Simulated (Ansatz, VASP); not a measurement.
# Two plane-wave programs on NaCl

```
Na Cl
1.0
     0.00000    2.80095    2.80095
     2.80095    0.00000    2.80095
     2.80095    2.80095    0.00000
Na Cl
1 1
Direct
  0.00000 0.00000 0.00000
  0.50000 0.50000 0.50000
```

Alike in both runs: functional PBEsol; k mesh 8 × 8 × 8; occupations gaussian, width 0.02 eV; no spin polarisation.

Ansatz relaxed the structure, and its values are those at the end. VASP's run is a single point on that final structure, the one shown.

|  | VASP | Ansatz |
| --- | --- | --- |
| version | VASP 6.6.1 | Ansatz 0.2.0 |
| potentials or method | VASP PAW PBE potentials, release 64 (Na_pv, Cl), cutoff 520 eV | scalar-relativistic, plane waves, PAW |
| valence electrons in the cell | 14 | 16 |

```tsv
	VASP	Ansatz	Ansatz less VASP
gap on the k mesh at the Fermi level (eV)	5.01	5.01	+0.004
least direct gap on the mesh (eV)	5.01	5.01	+0.004
pressure (GPa)	0.0	0.0	-0.02
```

VASP's potentials were made for PBE, not for PBEsol. VASP's potentials hold 14 valence electrons a cell and Ansatz's 16, so a difference there can come from the potentials and not from the codes.
